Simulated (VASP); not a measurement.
# Fe2O3 (R-3c) in VASP: electric field gradients with PBE+U

Aim: the electric field gradients of Fe2O3 with PBE+U.

All numbers are computed with VASP 6.6.1; they aren't measurements. Logs are shortened: lines on timing, memory, paths and dates and some standing lists are left out, and cuts for length are marked.

## (1) The cell of the first run

The structure is trigonal, space group R-3c (No. 167). Conventional cell: a = 5.104 Å, b = 5.104 Å, c = 13.942 Å, α = 90.00°, β = 90.00°, γ = 120.00°. Fe (site symmetry 3) has 6 O at 1.97 to 2.14 Å within 2.6 Å. Within 3.1 Å of O (site symmetry 2) lie 4 Fe at 1.97 to 2.14 Å and 12 O at 2.70 to 3.08 Å.

## (2) Electric field gradients, PBE+U, collinear spin, antiferromagnetic start

Input file INCAR:

```
  ALGO = Normal
  EDIFF = 1E-8
  ENCUT = 520
  GGA = PE
  GGA_COMPAT = False
  ISIF = 2
  ISMEAR = 0
  ISPIN = 2
  LASPH = True
  LCHARG = False
  LDAU = True
  LDAUJ = 0 0
  LDAUL = 2 -1
  LDAUPRINT = 1
  LDAUTYPE = 2
  LDAUU = 4 0
  LEFG = True
  LMAXMIX = 4
  LORBIT = 11
  LREAL = False
  LWAVE = False
  MAGMOM = 4.19 -4.19 4.19 -4.19 0 0 0 0 0 0
  NBANDS = 65
  NELM = 200
  PREC = Accurate
  SIGMA = 0.05
```

Input file KPOINTS:

```
k-points
0
Gamma
  4 4 4
```

Input file POSCAR:

```
Fe2O3
1.0
    2.5520435564      1.4734230344      4.6474546616
   -2.5520435564      1.4734230344      4.6474546616
    0.0000000000     -2.9468460685      4.6474546617
Fe O
4 6
Direct
    0.3553279754      0.3553279754      0.3553279754
    0.1446720254      0.1446720254      0.1446720254
    0.6446720246      0.6446720246      0.6446720246
    0.8553279746      0.8553279746      0.8553279746
    0.5555685399      0.9444314587      0.2500000014
    0.2500000014      0.5555685399      0.9444314587
    0.9444314587      0.2500000014      0.5555685399
    0.4444314601      0.0555685413      0.7499999986
    0.7499999986      0.4444314601      0.0555685413
    0.0555685413      0.7499999986      0.4444314601
```

Potentials or basis: VASP PAW PBE potentials, release 64 (Fe_sv, O).

Run with:

```sh
$ cat potpaw_PBE.64/Fe_sv/POTCAR potpaw_PBE.64/O/POTCAR > POTCAR
$ mpirun -np 1 vasp_std > vasp.out
```

OUTCAR:

```text
EDIFF = 1E-8
   ENCUT = 520
   GGA = PE
   ISIF = 2
   ISMEAR = 0
   ISPIN = 2
   LASPH = True
   LORBIT = 11
   LREAL = False
   NELM = 200
   PREC = Accurate

 ion  position               nearest neighbor table
   1  0.355  0.355  0.355-  10 1.97   8 1.97   9 1.97   5 2.14   7 2.14   6 2.14
   2  0.145  0.145  0.145-   9 1.97   8 1.97  10 1.97   5 2.14   6 2.14   7 2.14
   3  0.645  0.645  0.645-   7 1.97   5 1.97   6 1.97   8 2.14  10 2.14   9 2.14
   4  0.855  0.855  0.855-   6 1.97   5 1.97   7 1.97   8 2.14   9 2.14  10 2.14
   5  0.556  0.944  0.250-   3 1.97   4 1.97   2 2.14   1 2.14
   6  0.250  0.556  0.944-   3 1.97   4 1.97   2 2.14   1 2.14
   7  0.944  0.250  0.556-   3 1.97   4 1.97   2 2.14   1 2.14
   8  0.444  0.056  0.750-   1 1.97   2 1.97   4 2.14   3 2.14
   9  0.750  0.444  0.056-   1 1.97   2 1.97   4 2.14   3 2.14
  10  0.056  0.750  0.444-   1 1.97   2 1.97   4 2.14   3 2.14

  LATTYP: Found a trigonal (rhomboedric) cell.
 ALAT       =     5.5029752483
 COS(alpha) =     0.5698588008

  Lattice vectors:

 A1 = (   2.5520435564,   1.4734230344,   4.6474546616)
 A2 = (  -2.5520435564,   1.4734230344,   4.6474546616)
 A3 = (   0.0000000000,  -2.9468460685,   4.6474546617)

Analysis of symmetry for initial positions (statically):
=====================================================================
 Subroutine PRICEL returns:
 Original cell was already a primitive cell.

 Routine SETGRP: Setting up the symmetry group for a
 trigonal (rhombohedral) supercell.

 Subroutine GETGRP returns: Found 12 space group operations
 (whereof  6 operations were pure point group operations)
 out of a pool of 12 trial point group operations.

The static configuration has the point symmetry S_6 .
 The point group associated with its full space group is D_3d.

Analysis of symmetry for dynamics (positions and initial velocities):
=====================================================================
 Subroutine PRICEL returns:
 Original cell was already a primitive cell.

 Routine SETGRP: Setting up the symmetry group for a
 trigonal (rhombohedral) supercell.

 Subroutine GETGRP returns: Found 12 space group operations
 (whereof  6 operations were pure point group operations)
 out of a pool of 12 trial point group operations.

The dynamic configuration has the point symmetry S_6 .
 The point group associated with its full space group is D_3d.

Analysis of structural, dynamic, and magnetic symmetry:
=====================================================================
 Subroutine PRICEL returns:
 Original cell was already a primitive cell.

 Routine SETGRP: Setting up the symmetry group for a
 trigonal (rhombohedral) supercell.

 Subroutine GETGRP returns: Found 12 space group operations
 (whereof  6 operations were pure point group operations)
 out of a pool of 12 trial point group operations.

The overall configuration has the point symmetry S_6 .
 The point group associated with its full space group is D_3d.

 Subroutine INISYM returns: Found 12 space group operations
 (whereof  6 operations are pure point group operations),
 and found     1 'primitive' translations

----------------------------------------------------------------------------------------

                                     Primitive cell

  volume of cell :     104.8533

  direct lattice vectors                    reciprocal lattice vectors
     2.552043556  1.473423034  4.647454662     0.195921421  0.113115285  0.071723848
    -2.552043556  1.473423034  4.647454662    -0.195921421  0.113115285  0.071723848
     0.000000000 -2.946846069  4.647454662     0.000000000 -0.226230570  0.071723848

  length of vectors
     5.502975248  5.502975248  5.502975248     0.237328004  0.237328004  0.237328004

  position of ions in fractional coordinates (direct lattice)
     0.355327975  0.355327975  0.355327975
     0.144672025  0.144672025  0.144672025
     0.644672025  0.644672025  0.644672025
     0.855327975  0.855327975  0.855327975
     0.555568540  0.944431459  0.250000001
     0.250000001  0.555568540  0.944431459
     0.944431459  0.250000001  0.555568540
     0.444431460  0.055568541  0.749999999
     0.749999999  0.444431460  0.055568541
     0.055568541  0.749999999  0.444431460

  ion indices of the primitive-cell ions
   primitive index   ion index
                 1           1
                 2           2
                 3           3
                 4           4
                 5           5
[... 239 lines left out ...]
  o =  0.9365  v =  0.0000  0.0000  0.0000  0.0000  0.0000  0.0788  0.0312 -0.0000 -0.8316 -0.5488      0.0000  0.0000  0.0000  0.0000  0.0000  0.0000  0.0000  0.0000  0.0000  0.0000
  o =  0.9365  v =  0.0000  0.0000  0.0000  0.0000  0.0000 -0.5488  0.8316 -0.0000  0.0312 -0.0788      0.0000  0.0000  0.0000  0.0000  0.0000  0.0000  0.0000  0.0000  0.0000  0.0000

 number of electron      99.9999958 magnetization      -0.0000000

 Free energy of the ion-electron system (eV)
  ---------------------------------------------------
  ext. energy  EPLUGINS =         0.00000000
  ---------------------------------------------------
  free energy    TOTEN  =       -68.00211695 eV

  energy without entropy =      -68.00211695  energy(sigma->0) =      -68.00211695

 E-fermi :   6.2068     XC(G=0): -11.6824

 val. band max:        5.8898516171   @ k =  -0.2500   0.2500   0.0000
 cond. band min:       8.0417223731   @ k =  -0.2500   0.2500   0.2500
 fundamental gap:      2.1518707560
 Fermi energy:         6.2067599478

 spin component 1

 k-point     1 :       0.0000    0.0000    0.0000
  band No.  band energies     occupation
      1     -84.8029      1.00000
      2     -84.7999      1.00000
      3     -79.8483      1.00000
      4     -79.8446      1.00000
      5     -50.7857      1.00000
      6     -50.7827      1.00000
[... 834 lines left out ...]
     61      13.1925      0.00000
     62      13.3737      0.00000
 Fermi energy:         6.2067599478

 spin component 2

 k-point     1 :       0.0000    0.0000    0.0000
  band No.  band energies     occupation
      1     -84.8029      1.00000
      2     -84.7999      1.00000
      3     -79.8483      1.00000
      4     -79.8446      1.00000
      5     -50.7857      1.00000
      6     -50.7827      1.00000
[... 834 lines left out ...]
     61      13.1925      0.00000
     62      13.3737      0.00000
 [bands above 62 left out]

------------------------ aborting loop because EDIFF is reached ----------------------------------------

  FORCE on cell =-STRESS in cart. coord.  units (eV):
  Direction    XX          YY          ZZ          XY          YZ          ZX
  --------------------------------------------------------------------------------------
  -------------------------------------------------------------------------------------
  Total       -2.0345981     -2.0345981     -1.8158038     -0.0000000      0.0000000     -0.0000000
  in kB      -31.0890370    -31.0890370    -27.7458191     -0.0000000      0.0000000     -0.0000000
  external PRESSURE =     -29.9746310 kB  Pullay stress =       0.0000000 kB

 VOLUME and BASIS-vectors are now :
 -----------------------------------------------------------------------------
  energy-cutoff  :      520.00
  volume of cell :      104.85
      direct lattice vectors                 reciprocal lattice vectors
     2.552043556  1.473423034  4.647454662     0.195921421  0.113115285  0.071723848
    -2.552043556  1.473423034  4.647454662    -0.195921421  0.113115285  0.071723848
     0.000000000 -2.946846069  4.647454662     0.000000000 -0.226230570  0.071723848

 POSITION                                       TOTAL-FORCE (eV/Angst)
 -----------------------------------------------------------------------------------
      0.00000      0.00000      4.95411        -0.000000     -0.000000     -0.050074
      0.00000      0.00000      2.01707        -0.000000      0.000000      0.050074
      0.00000      0.00000      8.98825        -0.000000      0.000000      0.050074
      0.00000      0.00000     11.92529        -0.000000     -0.000000     -0.050074
     -0.99240      1.47342      8.13305         0.026904     -0.000000      0.000000
     -0.77982     -1.59615      8.13305        -0.013452      0.023299     -0.000000
      1.77222      0.12273      8.13305        -0.013452     -0.023299      0.000000
      0.99240     -1.47342      5.80932        -0.026904     -0.000000      0.000000
      0.77982      1.59615      5.80932         0.013452     -0.023299      0.000000
     -1.77222     -0.12273      5.80932         0.013452      0.023299     -0.000000
 -----------------------------------------------------------------------------------
    total drift:                               -0.000000      0.000000      0.000111

  FREE ENERGIE OF THE ION-ELECTRON SYSTEM (eV)
  ---------------------------------------------------
  free  energy   TOTEN  =       -68.0021169455 eV

  energy  without entropy=      -68.0021169455  energy(sigma->0) =      -68.00211695

 Electric field gradients (V/A^2)
---------------------------------------------------------------------
 ion       V_xx      V_yy      V_zz      V_xy      V_xz      V_yz
---------------------------------------------------------------------
   1     -10.457   -10.457    20.913     0.000    -0.000     0.000
   2     -10.457   -10.457    20.913    -0.000     0.000     0.000
   3     -10.457   -10.457    20.913     0.000    -0.000     0.000
   4     -10.457   -10.457    20.913    -0.000     0.000     0.000
   5       8.839    -8.234    -0.605    -0.000    -0.000   -33.610
   6      -3.965     4.571    -0.605    -7.393    29.107    16.805
   7      -3.965     4.571    -0.605     7.393   -29.107    16.805
   8       8.839    -8.234    -0.605    -0.000     0.000   -33.610
   9      -3.965     4.571    -0.605    -7.393    29.107    16.805
  10      -3.965     4.571    -0.605     7.393   -29.107    16.805
---------------------------------------------------------------------

 Electric field gradients after diagonalization (V/A^2)
 (convention: |V_zz| > |V_xx| > |V_yy|)
----------------------------------------------------------------------
 ion       V_xx      V_yy      V_zz     asymmetry (V_yy - V_xx)/ V_zz
----------------------------------------------------------------------
   1     -10.457   -10.457    20.913       0.000
   2     -10.457   -10.457    20.913       0.000
   3     -10.457   -10.457    20.913       0.000
   4     -10.457   -10.457    20.913       0.000
   5      29.407     8.839   -38.246       0.538
   6      29.407     8.839   -38.246       0.538
   7      29.407     8.839   -38.246       0.538
   8      29.407     8.839   -38.246       0.538
   9      29.407     8.839   -38.246       0.538
  10      29.407     8.839   -38.246       0.538
----------------------------------------------------------------------

           NMR quadrupolar parameters

 Cq : quadrupolar parameter    Cq=e*Q*V_zz/h
 eta: asymmetry parameters     (V_yy - V_xx)/ V_zz
 Q  : nuclear electric quadrupole moment in mb (millibarn)
----------------------------------------------------------------------
 ion       Cq(MHz)       eta       Q (mb)
----------------------------------------------------------------------
   1       0.051       0.000       1.000
   2       0.051       0.000       1.000
   3       0.051       0.000       1.000
   4       0.051       0.000       1.000
   5      -0.092       0.538       1.000
   6      -0.092       0.538       1.000
   7      -0.092       0.538       1.000
   8      -0.092       0.538       1.000
   9      -0.092       0.538       1.000
  10      -0.092       0.538       1.000
----------------------------------------------------------------------

 total charge

# of ion       s       p       d       tot
------------------------------------------
    1        2.138   6.029   5.218  13.385
    2        2.138   6.029   5.218  13.385
    3        2.138   6.029   5.218  13.385
    4        2.138   6.029   5.218  13.385
    5        1.563   3.464   0.000   5.027
    6        1.563   3.464   0.000   5.027
    7        1.563   3.464   0.000   5.027
    8        1.563   3.464   0.000   5.027
    9        1.563   3.464   0.000   5.027
   10        1.563   3.464   0.000   5.027
--------------------------------------------------
tot         17.931  44.898  20.872  83.700

 magnetization (x)

# of ion       s       p       d       tot
------------------------------------------
    1        0.011   0.011   4.009   4.031
    2       -0.011  -0.011  -4.009  -4.031
    3        0.011   0.011   4.009   4.031
    4       -0.011  -0.011  -4.009  -4.031
    5        0.000   0.000   0.000   0.000
    6        0.000   0.000   0.000   0.000
    7        0.000   0.000   0.000   0.000
    8        0.000   0.000   0.000   0.000
    9        0.000   0.000   0.000   0.000
   10        0.000   0.000   0.000   0.000
--------------------------------------------------
tot          0.000   0.000  -0.000  -0.000
```

It took 3.1 min on 1 thread of Intel Xeon 6975P-C (Granite Rapids), shared host; peak memory 0.38 GiB.

Results:

- Free energy: -68.0021 eV
- Pressure: -3.0 GPa
- Largest force: 0.050 eV/Å
- Band gap on the k mesh: 2.15 eV (least direct gap 2.19 eV)
- Net moment: 0.00 μB per cell
- Site moments: Fe +4.03, -4.03 (each value once); O +0.00 μB
- Largest electric field gradient by atom: Fe +20.9; O -38.2 V/Å²
- Valence electrons inside the program's atomic spheres: Fe 13.38; O 5.03

Forces in eV/Å, atoms in the order of the input:
```
Fe   0.000  0.000 -0.050
Fe   0.000  0.000  0.050
Fe   0.000  0.000  0.050
Fe   0.000  0.000 -0.050
O    0.027  0.000  0.000
O   -0.013  0.023  0.000
O   -0.013 -0.023  0.000
O   -0.027  0.000  0.000
O    0.013 -0.023  0.000
O    0.013  0.023  0.000
```

Electric field gradients, principal values (V/Å²):
| atom | least | middle | greatest (by size) |
| --- | --- | --- | --- |
| 1 Fe | -10.457 | -10.457 | 20.913 |
| 2 Fe | -10.457 | -10.457 | 20.913 |
| 3 Fe | -10.457 | -10.457 | 20.913 |
| 4 Fe | -10.457 | -10.457 | 20.913 |
| 5 O | 8.839 | 29.407 | -38.246 |
| 6 O | 8.839 | 29.407 | -38.246 |
| 7 O | 8.839 | 29.407 | -38.246 |
| 8 O | 8.839 | 29.407 | -38.246 |
| 9 O | 8.839 | 29.407 | -38.246 |
| 10 O | 8.839 | 29.407 | -38.246 |

Eigenvalues of the final occupation matrices:
| site | spin | trace | eigenvalues |
| --- | --- | --- | --- |
| site 1 d | 1 | 4.63 | 0.92 0.92 0.92 0.94 0.94 |
| site 1 d | 2 | 0.61 | 0.07 0.07 0.07 0.20 0.20 |
| site 2 d | 1 | 0.61 | 0.07 0.07 0.07 0.20 0.20 |
| site 2 d | 2 | 4.63 | 0.92 0.92 0.92 0.94 0.94 |
| site 3 d | 1 | 4.63 | 0.92 0.92 0.92 0.94 0.94 |
| site 3 d | 2 | 0.61 | 0.07 0.07 0.07 0.20 0.20 |
| site 4 d | 1 | 0.61 | 0.07 0.07 0.07 0.20 0.20 |
| site 4 d | 2 | 4.63 | 0.92 0.92 0.92 0.94 0.94 |

Caveat: without QUAD_EFG the Cq values of the log hold for a quadrupole moment of 1 mb, not for the nuclei.
